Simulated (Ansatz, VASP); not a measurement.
# Be3H4Br2: VASP beside Ansatz

```
CELL_PARAMETERS angstrom
3.35395 0.00000 0.00000
-1.67697 2.90460 0.00000
0.00000 0.00000 9.71676
ATOMIC_POSITIONS crystal
Be 0.66667 0.33333 0.90787
Be 0.00000 0.00000 0.50000
Be 0.33333 0.66667 0.09213
H 0.33333 0.66667 0.50366
H 0.66667 0.33333 0.05217
H 0.66667 0.33333 0.49634
H 0.33333 0.66667 0.94783
Br 0.00000 0.00000 0.75831
Br 0.00000 0.00000 0.24169
```

Alike in both runs: functional PBE; k mesh 12 × 12 × 4; occupations gaussian, width 0.1 eV; no spin polarisation.

Ansatz relaxed the structure, and its values are those at the end. VASP's run is a single point on that final structure, the one shown.

```csv
,VASP,Ansatz
version,VASP 6.6.1,Ansatz 0.2.0
potentials or method,"VASP PAW PBE potentials, release 64 (Be, H, Br), cutoff 600 eV","scalar-relativistic, plane waves, PAW"
valence electrons in the cell,24,24
```

```tsv
	VASP	Ansatz	Ansatz less VASP
gap on the k mesh at the Fermi level (eV)	none	none	-
pressure (GPa)	0.1	0.0	-0.02
rms of the force components (eV/Å)	0.005	0.003	-0.0023
```

A gap of «none» marks a metal or a gap that the smearing closes. The functional is the same, so the differences come from potentials, cutoffs and numerics.
